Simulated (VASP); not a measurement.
Write the native input for VASP 6.6.1 that does the following.

```
Task                   : single point
Functional             : LDA
Potentials or basis    : VASP PAW LDA potentials, release 64 (Si, O)
Cutoff                 : 520 eV
k mesh                 : 8 × 8 × 8
Occupations            : gaussian, width 0.05 eV
Spin                   : no spin polarisation
Dipole correction      : no
Further INCAR settings : ALGO = Normal; EDIFF = 1e-06; NBANDS = 25
```

The structure of SiO2 lies in POSCAR:

```
SiO2
1.0
   -2.5319018616      2.5319018616      3.4466526724
    2.5319018616     -2.5319018616      3.4466526724
    2.5319018616      2.5319018616     -3.4466526724
Si O
2 4
Direct
    0.0000000000      0.0000000000      0.0000000000
    0.7500000000      0.2500000000      0.5000000000
    0.9742769968      0.6250000000      0.8492769968
    0.3750000000      0.2242769968      0.3492769968
    0.7757230032      0.1250000000      0.1507230032
    0.8750000000      0.0257230032      0.6507230032
```

This cell differs from its parent crystal: ratio of the length along z to the lengths across it x 0.92, volume and fractional coordinates fixed.

One way to write it, as run:

INCAR

```
ALGO = Normal
EDIFF = 1E-6
ENCUT = 520
ISIF = 2
ISMEAR = 0
LASPH = T
LCHARG = F
LREAL = F
LWAVE = F
NBANDS = 25
NELM = 80
PREC = Accurate
SIGMA = 0.05
```

KPOINTS

```
k-points
0
Gamma
  8 8 8
```

Potentials or basis: VASP PAW LDA potentials, release 64 (Si, O).

Run with:

```console
$ cat potpaw_LDA.64/Si/POTCAR potpaw_LDA.64/O/POTCAR > POTCAR
$ mpirun -np 1 vasp_std > vasp.out
```

It gave:

| Item | Value |
| --- | --- |
| Pressure | -0.2 GPa |
| Largest force | 0.079 eV/Å |
| Band gap on the k mesh | 5.74 eV |

It took 90 s on 1 thread of AMD EPYC 9R45 (Zen 5), with other jobs on the host, peak memory 0.21 GiB.
